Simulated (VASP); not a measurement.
Here is a VASP 6.6.1 calculation.

The input INCAR:

```
SYSTEM = MgO
PREC = Accurate ; ENCUT = 600
EDIFF = 1E-6 ; ISMEAR = 0
SIGMA = 0.01 ; LREAL = .False.
LASPH = .True. ; NELM = 120
ALGO = Normal ; ISIF = 2
LWAVE = .False. ; LCHARG = .False.
GGA = PE ; NBANDS = 11
GGA_COMPAT = .False.
```

KPOINTS

```
regular mesh
0
Gamma
  10 10 10
  0 0 0
```

POSCAR

```
MgO
1.0
    0.0000000000      2.1021674168      2.1021674168
    2.1021674168      0.0000000000      2.1021674168
    2.1021674168      2.1021674168      0.0000000000
Mg O
1 1
Direct
    0.0000000000      0.0000000000      0.0000000000
    0.5000000000      0.5000000000      0.5000000000
```

Potentials or basis: VASP PAW PBE potentials, release 64 (Mg, O).

Launch:

```sh
$ cat potpaw_PBE.64/Mg/POTCAR potpaw_PBE.64/O/POTCAR > POTCAR
$ mpirun -np 1 vasp_std > vasp.out
```

Question: What does it give for the pressure?

Answer: 4.6 GPa.

Question: What does it give for the band gap on the k mesh?

Answer: 4.78 eV, direct.

PBE gaps usually lie below the measured ones, often by a third to a half.
